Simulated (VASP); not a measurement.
**Cl: relaxation of cell and atoms with r2SCAN**

The system is Cl.

```xyz
1
Lattice="2.9100 0.0000 0.0000 0.0000 2.9100 0.0000 0.0000 0.0000 2.9100" Properties=species:S:1:pos:R:3 pbc="T T T"
Cl    0.0000    0.0000    0.0000
```

```yaml
Program: VASP 6.6.1
Task: relaxation of cell and atoms
Functional: r2SCAN
Potentials_or_basis: VASP PAW PBE potentials, release 64 (Cl)
Cutoff: 600 eV
k_mesh: 8 × 8 × 8
Occupations: fermi-dirac, width 0.05 eV
Spin: no spin polarisation
Dipole_correction: no
Further_INCAR_settings: ALGO = Normal; EDIFF = 1e-07; IBRION = 2; EDIFFG = -0.03; NSW = 80; ISIF = 3
```

```yaml
Relaxed_volume: 22.88 Å³/atom
Relaxed_cell: a = 2.839 Å, b = 2.839 Å, c = 2.839 Å, α = 90.00°, β = 90.00°, γ = 90.00°
Space_group_after_relaxing_to_0.1_Å: Pm-3m (No. 221)
Energy_gained_by_relaxing: 14.6 meV/atom
Ionic_steps: 3
Pressure_after_relaxing: 0.0 GPa
Band_gap_on_the_k_mesh: zero (an odd number of electrons rules out a gap without spin polarisation)
```

The path:
```csv
step,energy change (eV),largest force (eV/Å),pressure (GPa),volume (Å³)
1,0.0000,0.0000,-2.43,24.64
2,-0.0135,0.0000,-0.77,23.33
3,-0.0146,0.0000,-0.04,22.88
```

Final structure:
```
Cl
1.0
     2.83885    0.00000    0.00000
     0.00000    2.83885    0.00000
     0.00000    0.00000    2.83885
Cl
1
Direct
  0.00000 0.00000 0.00000
```

Levels at points of the mesh, in eV from the Fermi level:
```tsv
k point	band 1	band 2	band 3	band 4	band 5	band 6	band 7
(0.00, 0.00, 0.00)	-16.56	-0.08	-0.08	-0.08	8.93	10.95	10.95
(0.50, 0.00, 0.00)	-15.36	-5.30	0.57	0.57	12.57	12.71	13.96
(0.50, 0.50, 0.00)	-14.24	-4.10	-4.10	1.15	6.91	14.57	17.47
(0.50, 0.50, 0.50)	-13.17	-3.11	-3.11	-3.11	9.56	9.56	9.56
```

Wall time 63 s on 1 thread of Intel Xeon 8259CL, on a shared host, peak memory 0.14 GiB.

Caveat: the PAW data sets were made with another functional, which shifts forces and pressure a little; an odd number of electrons without spin polarisation forces a metal; a magnetic or distorted state may lie lower.
